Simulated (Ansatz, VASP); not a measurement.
**Te2Pb in VASP and in Ansatz**

Contents of INCAR:

```
SYSTEM = Te2Pb
PREC     = Accurate       ! precision mode
ENCUT    = 500            ! plane-wave cutoff, eV
EDIFF    = 1E-6           ! SCF threshold, eV
ISMEAR   = -1             ! smearing method
SIGMA    = 0.02           ! smearing width, eV
LREAL    = .False.        ! projectors in reciprocal space
LASPH    = .True.         ! aspherical terms in the spheres
NELM     = 120            ! most SCF steps
ALGO     = Normal         ! electronic algorithm
ISIF     = 2              ! what is computed and relaxed
LWAVE    = .False.        ! write WAVECAR
LCHARG   = .False.        ! write CHGCAR
GGA      = PS             ! functional
NBANDS   = 20             ! bands
GGA_COMPAT= .False.
```

File KPOINTS:

```
Automatic mesh
0
Gamma
  2 2 2
  0 0 0
```

Contents of POSCAR:

```
Te2Pb
1.0
    0.0000000000      3.7966139176      3.7966139176
    3.7966139176      0.0000000000      3.7966139176
    3.7966139176      3.7966139176      0.0000000000
Pb Te
1 2
Direct
    0.0000000000      0.0000000000      0.0000000000
    0.2500000000      0.2500000000      0.2500000000
    0.7500000000      0.7500000000      0.7500000000
```

Input for Ansatz:

```yaml
crystal:
  lattice:
    - [0.0, 3.7966139176, 3.7966139176]
    - [3.7966139176, 0.0, 3.7966139176]
    - [3.7966139176, 3.7966139176, 0.0]
  atoms:
    - { symbol: Pb, position: [0.0, 0.0, 0.0] }
    - { symbol: Te, position: [0.25, 0.25, 0.25] }
    - { symbol: Te, position: [0.75, 0.75, 0.75] }
kpoints:
  mp_grid: { grid: [2, 2, 2] }
hamiltonian:
  xc: pbesol
scf:
  occupations: { method: fermi_dirac, width: 0.02 }
  n_extra_bands: 4
output:
  forces: true
  stress: true
  eigenvalues: true
```

Alike in both runs: task single point; functional PBEsol; k mesh 2 × 2 × 2; occupations fermi-dirac, width 0.02 eV; no spin polarisation.

```csv
,VASP,Ansatz
version,VASP 6.6.1,Ansatz 0.2.0
potentials or method,"VASP PAW PBE potentials, release 64 (Pb_d, Te)",plane waves
plane-wave cutoff (eV),500,420
valence electrons in the cell,26,46
```

VASP gave:

```
pressure (GPa) : -2.7
```

Estimate Ansatz's values.

pressure (GPa): -2.6.

VASP's potentials were made for PBE, not for PBEsol. The functional is the same, so the differences come from potentials, cutoffs and numerics. VASP's potentials hold 26 valence electrons a cell and Ansatz's 46, so a difference there can come from the potentials and not from the codes.

The k mesh is coarse, so the values compare programs but aren't converged. Neither program's run includes spin-orbit coupling.
